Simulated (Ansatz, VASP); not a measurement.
ZnS: VASP beside Ansatz

```xyz
8
Lattice="3.7419 0.0000 0.0000 -1.8709 3.2405 0.0000 0.0000 0.0000 12.2587" Properties=species:S:1:pos:R:3 pbc="T T T"
Zn    0.0000    0.0000    0.0023
Zn    0.0000    0.0000    6.1317
Zn    0.0000    2.1604    3.0654
Zn    1.8709    1.0802    9.1947
S     0.0000    0.0000    2.2947
S     0.0000    0.0000    8.4240
S     0.0000    2.1604    5.3639
S     1.8709    1.0802   11.4932
```

Alike in both runs: functional LDA; k mesh 12 × 12 × 4; occupations gaussian, width 0.02 eV; no spin polarisation.

Ansatz relaxed the structure, and its values are those at the end. VASP's run is a single point on that final structure, the one shown.

|  | VASP | Ansatz |
| --- | --- | --- |
| version | VASP 6.6.1 | Ansatz 0.2.0 |
| potentials or method | VASP PAW LDA potentials, release 64 (Zn, S), cutoff 520 eV | scalar-relativistic, plane waves, PAW |
| valence electrons in the cell | 72 | 72 |

```tsv
	VASP	Ansatz	Ansatz less VASP
gap on the k mesh at the Fermi level (eV)	2.19	2.16	-0.035
least direct gap on the mesh (eV)	2.19	2.16	-0.035
pressure (GPa)	0.3	0.0	-0.27
```

LDA's correlation is that of Perdew and Zunger in VASP and of Perdew and Wang (1992) in Ansatz.
